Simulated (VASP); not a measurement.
Here is a VASP 6.6.1 calculation.

Contents of INCAR:

```
SYSTEM = Zn4Se3S
PREC = Accurate
ENCUT = 520
EDIFF = 1E-6
ISMEAR = 0
SIGMA = 0.1
LREAL = .False.
LASPH = .True.
NELM = 80
ALGO = Normal
ISIF = 2
LWAVE = .False.
LCHARG = .False.
GGA = PE
NBANDS = 46
```

File KPOINTS:

```
regular mesh
0
Gamma
  4 2 4
  0 0 0
```

File POSCAR:

```
Zn4Se3S
1.0
    4.0015399000      0.0000000000      0.0000000000
    0.0000000000      8.0088897000      0.0000000000
    0.0000000000      0.0000000000      5.6569268000
Zn Se S
4 3 1
Direct
    0.0000000000      0.7407120000      0.9934720000
    0.5000000000      0.5000000000      0.5176930000
    0.0000000000      0.2592880000      0.9934720000
    0.5000000000      0.0000000000      0.4947540000
    0.5000000000      0.7448270000      0.2501230000
    0.5000000000      0.2551730000      0.2501230000
    0.0000000000      0.0000000000      0.7508930000
    0.0000000000      0.5000000000      0.7494700000
```

Potentials or basis: VASP PAW PBE potentials, release 64 (Zn, Se, S).

Command:

```bash
$ cat potpaw_PBE.64/Zn/POTCAR potpaw_PBE.64/Se/POTCAR potpaw_PBE.64/S/POTCAR > POTCAR
$ mpirun -np 1 vasp_std > vasp.out
```

(1) What does it give for the largest force?

(2) Estimate the band gap on the k mesh.

(3) What does it give for the pressure?

## Answers

(1) 0.004 eV/Å.

(2) 1.28 eV.

(3) 0.3 GPa.
